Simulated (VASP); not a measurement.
# La (Fd-3m) in VASP: further runs

The runs below take La through single point, with LDA.

Everything below comes from runs of VASP 6.6.1. Logs are shortened: lines on timing, memory, paths and dates and some standing lists are left out, and cuts for length are marked.

### Step 1. The cell of the first run

It takes space group Fd-3m (No. 227, cubic). Conventional cell: a = 6.517 Å, b = 6.517 Å, c = 6.517 Å, α = 90.00°, β = 90.00°, γ = 90.00°. Within 3.7 Å of La (site symmetry -43m) lie 4 La at 2.82 Å.

### Step 2. Single point, LDA

INCAR

```
SYSTEM = La
ALGO = Normal ; EDIFF = 1E-7
ENCUT = 520 ; GGA = CA
ISIF = 2 ; ISMEAR = -1
LASPH = .True. ; LCHARG = .False.
LREAL = .False. ; LWAVE = .False.
NBANDS = 18 ; NELM = 60
PREC = Accurate ; SIGMA = 0.1
```

KPOINTS

```
k-points
0
Gamma
  8 8 8
  0 0 0
```

POSCAR

```
La
1.0
    0.0000000000      3.2584993195      3.2584993195
    3.2584993195      0.0000000000      3.2584993195
    3.2584993195      3.2584993195      0.0000000000
La
2
Direct
    0.1250000000      0.1250000000      0.1250000000
    0.8750000000      0.8750000000      0.8750000000
```

Potentials or basis: VASP PAW LDA potentials, release 64 (La).

Started as:

```console
> cat potpaw_LDA.64/La/POTCAR > POTCAR
> mpirun -np 1 vasp_std > vasp.out
```

OUTCAR:

```text
SYSTEM = La
   EDIFF = 1E-7
   ENCUT = 520
   GGA = CA
   ISIF = 2
   ISMEAR = -1
   LASPH = .True.
   LREAL = .False.
   NELM = 60
   PREC = Accurate

 ion  position               nearest neighbor table
   1  0.125  0.125  0.125-   2 2.82   2 2.82   2 2.82   2 2.82
   2  0.875  0.875  0.875-   1 2.82   1 2.82   1 2.82   1 2.82

  LATTYP: Found a face centered cubic cell.
 ALAT       =     6.5169986390

  Lattice vectors:

 A1 = (   0.0000000000,   3.2584993195,   3.2584993195)
 A2 = (   3.2584993195,   0.0000000000,   3.2584993195)
 A3 = (   3.2584993195,   3.2584993195,   0.0000000000)

Analysis of symmetry for initial positions (statically):
=====================================================================
 Subroutine PRICEL returns:
 Original cell was already a primitive cell.

 Routine SETGRP: Setting up the symmetry group for a
 face centered cubic supercell.

 Subroutine GETGRP returns: Found 48 space group operations
 (whereof 12 operations were pure point group operations)
 out of a pool of 48 trial point group operations.

The static configuration has the point symmetry D_3d.
 The point group associated with its full space group is O_h .

Analysis of symmetry for dynamics (positions and initial velocities):
=====================================================================
 Subroutine PRICEL returns:
 Original cell was already a primitive cell.

 Routine SETGRP: Setting up the symmetry group for a
 face centered cubic supercell.

 Subroutine GETGRP returns: Found 48 space group operations
 (whereof 12 operations were pure point group operations)
 out of a pool of 48 trial point group operations.

The dynamic configuration has the point symmetry D_3d.
 The point group associated with its full space group is O_h .

 Subroutine INISYM returns: Found 48 space group operations
 (whereof 12 operations are pure point group operations),
 and found     1 'primitive' translations

----------------------------------------------------------------------------------------

                                     Primitive cell

  volume of cell :      69.1963

  direct lattice vectors                    reciprocal lattice vectors
     0.000000000  3.258499319  3.258499319    -0.153444869  0.153444869  0.153444869
     3.258499319  0.000000000  3.258499319     0.153444869 -0.153444869  0.153444869
     3.258499319  3.258499319  0.000000000     0.153444869  0.153444869 -0.153444869

  length of vectors
     4.608213931  4.608213931  4.608213931     0.265774309  0.265774309  0.265774309

  position of ions in fractional coordinates (direct lattice)
     0.125000000  0.125000000  0.125000000
     0.875000000  0.875000000  0.875000000

  ion indices of the primitive-cell ions
   primitive index   ion index
                 1           1
                 2           2

----------------------------------------------------------------------------------------

 KPOINTS: k-points

Automatic generation of k-mesh.
 Grid dimensions read from file:
 generate k-points for:    8    8    8

 Generating k-lattice:

  Cartesian coordinates                     Fractional coordinates (reciprocal lattice)
    -0.019180609  0.019180609  0.019180609     0.125000000  0.000000000  0.000000000
     0.019180609 -0.019180609  0.019180609     0.000000000  0.125000000  0.000000000
     0.019180609  0.019180609 -0.019180609     0.000000000  0.000000000  0.125000000

  Length of vectors
     0.033221789  0.033221789  0.033221789

  Shift w.r.t. Gamma in fractional coordinates (k-lattice)
     0.000000000  0.000000000  0.000000000

 Subroutine IBZKPT returns following result:
 ===========================================

 Found     29 irreducible k-points:

 Following reciprocal coordinates:
            Coordinates               Weight
  0.000000  0.000000  0.000000      1.000000
  0.125000  0.000000  0.000000      8.000000
  0.250000  0.000000  0.000000      8.000000
  0.375000  0.000000  0.000000      8.000000
  0.500000  0.000000  0.000000      4.000000
  0.125000  0.125000  0.000000      6.000000
[... 16 lines left out ...]
  0.500000  0.250000  0.125000     48.000000
 -0.375000  0.250000  0.125000     24.000000
 [... further k-points ...]
   k-points           NKPTS =     29   k-points in BZ     NKDIM =     29   number of bands    NBANDS=     18
   number of dos      NEDOS =    301   number of ions     NIONS =      2
   total plane-waves  NPLWV =  46656
   dimension x,y,z NGX =    36 NGY =   36 NGZ =   36
   dimension x,y,z NGXF=    72 NGYF=   72 NGZF=   72
   ions per type =               2
   NGX,Y,Z   is equivalent  to a cutoff of  12.99, 12.99, 12.99 a.u.
   NGXF,Y,Z  is equivalent  to a cutoff of  25.97, 25.97, 25.97 a.u.
 SYSTEM =  La
   PREC   = accura    normal or accurate (medium, high low for compatibility)
   ISTART =      0    job   : 0-new  1-cont  2-samecut
   ICHARG =      2    charge: 1-file 2-atom 10-const
   ISPIN  =      1    spin polarized calculation?
   LNONCOLLINEAR =      F non collinear calculations
   LSORBIT =      F    spin-orbit coupling
   LASPH  =      T    aspherical Exc in radial PAW
   ENCUT  =  520.0 eV  38.22 Ry    6.18 a.u.   8.57  8.57  8.57*2*pi/ulx,y,z
   NELM   =     60;   NELMIN=  2; NELMDL= -5     # of ELM steps
   EDIFF  = 0.1E-06   stopping-criterion for ELM
   LREAL  =      F    real-space projection
   EDIFFG = 0.1E-05   stopping-criterion for IOM
   NSW    =      0    number of steps for IOM
   IBRION =     -1    ionic relax: 0-MD 1-quasi-New 2-CG
   NFREE  =      0    steps in history (QN), initial steepest desc. (CG)
   ISIF   =      2    stress and relaxation
   ISYM   =      2    0-nonsym 1-usesym 2-fastsym
   POTIM  = 0.5000    time-step for ionic-motion
   TEBEG  =    0.0;   TEEND  =   0.0 temperature during run
   PSTRESS=    0.0 pullay stress
   NELECT =      22.0000    total number of electrons
   NUPDOWN=      -1.0000    fix difference up-down
   EMIN   =  10.00;   EMAX   =-10.00  energy-range for DOS
   EFERMI =   0.00;   METHOD = LEGACY
   ISMEAR =    -1;   SIGMA  =   0.10  broadening in eV -4-tet -1-fermi 0-gaus
   EFERMI_NEDOS =   21; number of points for ismear=-14 and -15
   IALGO  =     38    algorithm
   IMIX   =      4    mixing-type and parameters
     AMIX     =   0.40;   BMIX     =  1.00
     AMIX_MAG =   1.60;   BMIX_MAG =  1.00
  volume/ion in A,a.u.               =      34.60       233.48
  Fermi-wavevector in a.u.,A,eV,Ry     =   1.117347  2.111480 16.986390  1.248464
  Thomas-Fermi vector in A             =   2.253969
   LORBIT       =      0    0 simple, 1 ext, 2 COOP (PROOUT), +10 PAW based schemes
   GGA     = CA    functional components
   LHFCALC =     F    Hartree Fock is set to
   AEXX    =    0.0000 exact exchange contribution
   IVDW    =     0    specifies the selected vdW correction
   LEPSILON=     F    determine dielectric tensor
   LRPA    =     F    only Hartree local field effects (RPA)
 non-spin polarized calculation
  energy-cutoff  :      520.00
  volume of cell :       69.20
 maximum number of plane-waves:      1892
 NGX is ok and might be reduce to    36
   NGX = 17   NGY = 17   NGZ = 17

 number of electron      22.0000000 magnetization

 Free energy of the ion-electron system (eV)
  ---------------------------------------------------
  ext. energy  EPLUGINS =         0.00000000
  ---------------------------------------------------
  free energy    TOTEN  =        -9.47275783 eV

  energy without entropy =       -9.41270081  energy(sigma->0) =       -9.44272932

 E-fermi :   7.8890     XC(G=0):  -9.7725

 val. band max:        7.8628276019   @ k =  -0.3750   0.5000   0.1250
 cond. band min:       7.9492200765   @ k =  -0.2500   0.5000   0.2500
 fundamental gap:      0.0863924746
 Fermi energy:         7.8890160512

 k-point     1 :       0.0000    0.0000    0.0000
  band No.  band energies     occupation
      1     -25.5958      2.00000
      2     -23.4977      2.00000
      3      -9.8252      2.00000
      4      -9.8252      2.00000
      5      -9.8252      2.00000
      6      -7.4101      2.00000
[... 10 lines left out ...]
     17       9.5500      0.00000
     18       9.5500      0.00000

 k-point     2 :       0.1250    0.0000    0.0000
  band No.  band energies     occupation
      1     -25.5451      2.00000
      2     -23.5690      2.00000
      3      -9.8806      2.00000
      4      -9.8806      2.00000
      5      -9.8256      2.00000
      6      -7.3606      2.00000
[... 10 lines left out ...]
     17       9.4685      0.00000
     18       9.5570      0.00000

 k-point     3 :       0.2500    0.0000    0.0000
  band No.  band energies     occupation
      1     -25.4061      2.00000
      2     -23.7575      2.00000
      3     -10.0020      2.00000
      4     -10.0020      2.00000
      5      -9.8379      2.00000
      6      -7.2190      2.00000
[... 10 lines left out ...]
     17       9.6551      0.00000
     18       9.6818      0.00000

 k-point     4 :       0.3750    0.0000    0.0000
  band No.  band energies     occupation
      1     -25.2282      2.00000
      2     -23.9840      2.00000
      3     -10.1101      2.00000
      4     -10.1101      2.00000
      5      -9.8641      2.00000
      6      -7.0475      2.00000
[... 375 lines left out ...]
      4     -10.1456      2.00000
      5      -9.4478      2.00000
      6      -7.6165      2.00000
[... 10 lines left out ...]
     17       9.4679      0.00000
     18       9.5435      0.00000

 k-point    23 :       0.5000    0.2500    0.1250
  band No.  band energies     occupation
      1     -25.0974      2.00000
      2     -24.1409      2.00000
      3     -10.4442      2.00000
      4     -10.2405      2.00000
      5      -9.2981      2.00000
      6      -7.6506      2.00000
[... 10 lines left out ...]
     17       9.6225      0.00000
     18       9.7230      0.00000

 k-point    24 :      -0.3750    0.2500    0.1250
  band No.  band energies     occupation
      1     -24.9921      2.00000
      2     -24.2620      2.00000
      3     -10.4979      2.00000
      4     -10.2840      2.00000
      5      -9.2379      2.00000
      6      -7.6569      2.00000
[... 10 lines left out ...]
     17       9.7350      0.00000
     18      10.1152      0.00000

 [... further k-points ...]

------------------------ aborting loop because EDIFF is reached ----------------------------------------

  FORCE on cell =-STRESS in cart. coord.  units (eV):
  Direction    XX          YY          ZZ          XY          YZ          ZX
  --------------------------------------------------------------------------------------
  -------------------------------------------------------------------------------------
  Total       -0.0295963     -0.0295963     -0.0295963     -0.0000000      0.0000000      0.0000000
  in kB       -0.6852754     -0.6852754     -0.6852754     -0.0000000      0.0000000      0.0000000
  external PRESSURE =      -0.6852754 kB  Pullay stress =       0.0000000 kB

 VOLUME and BASIS-vectors are now :
 -----------------------------------------------------------------------------
  energy-cutoff  :      520.00
  volume of cell :       69.20
      direct lattice vectors                 reciprocal lattice vectors
     0.000000000  3.258499319  3.258499319    -0.153444869  0.153444869  0.153444869
     3.258499319  0.000000000  3.258499319     0.153444869 -0.153444869  0.153444869
     3.258499319  3.258499319  0.000000000     0.153444869  0.153444869 -0.153444869

 POSITION                                       TOTAL-FORCE (eV/Angst)
 -----------------------------------------------------------------------------------
      0.81462      0.81462      0.81462        -0.000000     -0.000000     -0.000000
      5.70237      5.70237      5.70237         0.000000      0.000000      0.000000
 -----------------------------------------------------------------------------------
    total drift:                               -0.000000      0.000000      0.000000

  FREE ENERGIE OF THE ION-ELECTRON SYSTEM (eV)
  ---------------------------------------------------
  free  energy   TOTEN  =        -9.4727578267 eV

  energy  without entropy=       -9.4127008072  energy(sigma->0) =       -9.44272932
```

Run time: 18 s. Hardware: 1 thread of Intel Xeon 6975P-C (Granite Rapids), shared host; peak memory 0.19 GiB.

What came out:

```yaml
Free_energy: -9.4728 eV
Pressure: -0.1 GPa
Band_gap_on_the_k_mesh: zero (band 11 reaches 8.03 eV, above the bottom of band 12 at 7.75 eV)
```

Caveat: spin-orbit coupling is left out, which moves the levels of the heavy elements.

### Step 3. Single point, LDA (volume scaled by 0.88)

INCAR

```
SYSTEM = La
PREC = Accurate ; ENCUT = 520
EDIFF = 1E-6 ; ISMEAR = -1
SIGMA = 0.1 ; LREAL = .FALSE.
LASPH = .TRUE. ; NELM = 80
ALGO = Normal ; ISIF = 2
LWAVE = .FALSE. ; LCHARG = .FALSE.
NBANDS = 18
```

KPOINTS

```
regular mesh
0
G
  10 10 10
  0 0 0
```

POSCAR

```
La
1.0
    0.0000000000      3.1225676687      3.1225676687
    3.1225676687      0.0000000000      3.1225676687
    3.1225676687      3.1225676687      0.0000000000
La
2
Direct
    0.1250000000      0.1250000000      0.1250000000
    0.8750000000      0.8750000000      0.8750000000
```

Potentials or basis: VASP PAW LDA potentials, release 64 (La).

Started as:

```console
> cat potpaw_LDA.64/La/POTCAR > POTCAR
> mpirun -np 1 vasp_std > vasp.out
```

Run time: 28 s. Hardware: 1 thread of Intel Xeon 6975P-C (Granite Rapids), shared host; peak memory 0.2 GiB.

It converged, with:

| Quantity | Value |
| --- | --- |
| Free energy | -9.2330 eV |
| Pressure | 10.6 GPa |
| Band gap on the k mesh | zero (band 11 reaches 9.21 eV, above the bottom of band 12 at 8.98 eV) |

Levels at points of the mesh, in eV from the Fermi level:
```tsv
k point	band 7	band 8	band 9	band 10	band 11	band 12	band 13	band 14	band 15	band 16
(0.00, 0.00, 0.00)	-14.93	-14.93	-2.25	-0.90	-0.90	1.04	1.04	1.04	1.86	1.86
(0.50, 0.00, 0.00)	-14.26	-14.16	-1.37	-0.71	-0.71	-0.07	0.07	0.07	1.92	2.09
(0.50, 0.50, 0.00)	-13.47	-13.47	-1.97	-1.97	-0.17	-0.17	0.76	0.76	2.01	2.01
```

Caveat: spin-orbit coupling is left out, which moves the levels of the heavy elements.

### Step 4. Single point, LDA (volume scaled by 0.92)

INCAR

```
PREC = Accurate
ENCUT = 520
EDIFF = 1E-6
ISMEAR = -1
SIGMA = 0.1
LREAL = F
LASPH = T
NELM = 80
ALGO = Normal
ISIF = 2
LWAVE = F
LCHARG = F
NBANDS = 18
```

KPOINTS

```
Automatic mesh
0
Gamma
  10 10 10
```

POSCAR

```
La
1.0
    0.0000000000      3.1691800284      3.1691800284
    3.1691800284      0.0000000000      3.1691800284
    3.1691800284      3.1691800284      0.0000000000
La
2
Direct
    0.1250000000      0.1250000000      0.1250000000
    0.8750000000      0.8750000000      0.8750000000
```

Potentials or basis: VASP PAW LDA potentials, release 64 (La).

Started as:

```console
> cat potpaw_LDA.64/La/POTCAR > POTCAR
> mpirun -np 1 vasp_std > vasp.out
```

OUTCAR:

```text
PREC = Accurate
   ENCUT = 520
   EDIFF = 1E-6
   ISMEAR = -1
   LREAL = F
   LASPH = T
   NELM = 80
   ISIF = 2

 ion  position               nearest neighbor table
   1  0.125  0.125  0.125-   2 2.74   2 2.74   2 2.74   2 2.74
   2  0.875  0.875  0.875-   1 2.74   1 2.74   1 2.74   1 2.74

  LATTYP: Found a face centered cubic cell.
 ALAT       =     6.3383600568

  Lattice vectors:

 A1 = (   0.0000000000,   3.1691800284,   3.1691800284)
 A2 = (   3.1691800284,   0.0000000000,   3.1691800284)
 A3 = (   3.1691800284,   3.1691800284,   0.0000000000)

Analysis of symmetry for initial positions (statically):
=====================================================================
 Subroutine PRICEL returns:
 Original cell was already a primitive cell.

 Routine SETGRP: Setting up the symmetry group for a
 face centered cubic supercell.

 Subroutine GETGRP returns: Found 48 space group operations
 (whereof 12 operations were pure point group operations)
 out of a pool of 48 trial point group operations.

The static configuration has the point symmetry D_3d.
 The point group associated with its full space group is O_h .

[... 160 lines left out ...]

 E-fermi :   8.6985     XC(G=0): -10.1159

 val. band max:        8.6907799661   @ k =   0.4000   0.3000   0.0000
 cond. band min:       8.7314806112   @ k =  -0.3000   0.5000   0.2000
 fundamental gap:      0.0407006452
 Fermi energy:         8.6984729830

 k-point     1 :       0.0000    0.0000    0.0000
  band No.  band energies     occupation
      1     -24.9017      2.00000
      2     -22.2764      2.00000
      3      -9.1196      2.00000
      4      -9.1196      2.00000
      5      -9.1196      2.00000
      6      -6.3608      2.00000
[... 481 lines left out ...]
      5      -8.2061      2.00000
      6      -6.9824      2.00000
[... 10 lines left out ...]
     17      10.5670      0.00000
     18      10.7879      0.00000

 [... further k-points ...]

------------------------ aborting loop because EDIFF is reached ----------------------------------------

  FORCE on cell =-STRESS in cart. coord.  units (eV):
  Direction    XX          YY          ZZ          XY          YZ          ZX
  --------------------------------------------------------------------------------------
  -------------------------------------------------------------------------------------
  Total        2.4278852      2.4278852      2.4278852     -0.0000000      0.0000000     -0.0000000
  in kB       61.1037700     61.1037700     61.1037700     -0.0000000      0.0000000     -0.0000000
  external PRESSURE =      61.1037700 kB  Pullay stress =       0.0000000 kB

 VOLUME and BASIS-vectors are now :
 -----------------------------------------------------------------------------
  energy-cutoff  :      520.00
  volume of cell :       63.66
      direct lattice vectors                 reciprocal lattice vectors
     0.000000000  3.169180028  3.169180028    -0.157769516  0.157769516  0.157769516
     3.169180028  0.000000000  3.169180028     0.157769516 -0.157769516  0.157769516
     3.169180028  3.169180028  0.000000000     0.157769516  0.157769516 -0.157769516

 POSITION                                       TOTAL-FORCE (eV/Angst)
 -----------------------------------------------------------------------------------
      0.79230      0.79230      0.79230        -0.000000     -0.000000     -0.000000
      5.54607      5.54607      5.54607         0.000000      0.000000      0.000000
 -----------------------------------------------------------------------------------
    total drift:                               -0.000000      0.000000      0.000000

  FREE ENERGIE OF THE ION-ELECTRON SYSTEM (eV)
  ---------------------------------------------------
  free  energy   TOTEN  =        -9.3757752560 eV

  energy  without entropy=       -9.3245757686  energy(sigma->0) =       -9.35017551
```

It took 27 s on 1 thread of Intel Xeon 6975P-C (Granite Rapids), shared host; peak memory 0.2 GiB.

What came out:

| Property | Result |
| --- | --- |
| Free energy | -9.3758 eV |
| Pressure | 6.1 GPa |
| Band gap on the k mesh | zero (band 11 reaches 8.75 eV, above the bottom of band 12 at 8.54 eV) |

Caveat: spin-orbit coupling is left out, which moves the levels of the heavy elements.

### Step 5. The runs side by side

| cell | k mesh | gap on the mesh (eV) | pressure (GPa) |
| --- | --- | --- | --- |
| a = 4.608 Å, angles 60.0°, 2 atoms | 8 × 8 × 8 | none | -0.1 |
| a = 4.416 Å, angles 60.0°, 2 atoms | 10 × 10 × 10 | none | 10.6 |
| a = 4.482 Å, angles 60.0°, 2 atoms | 10 × 10 × 10 | none | 6.1 |

Alike in all rows: task single point; level LDA; potentials or basis VASP PAW LDA potentials, release 64 (La); no spin polarisation; cutoff (eV) 520; smearing fermi-dirac 0.1 eV.

Caveats: spin-orbit coupling is left out, which moves the levels of the heavy elements.

Absolute energies hang on the potentials; compare differences alone.
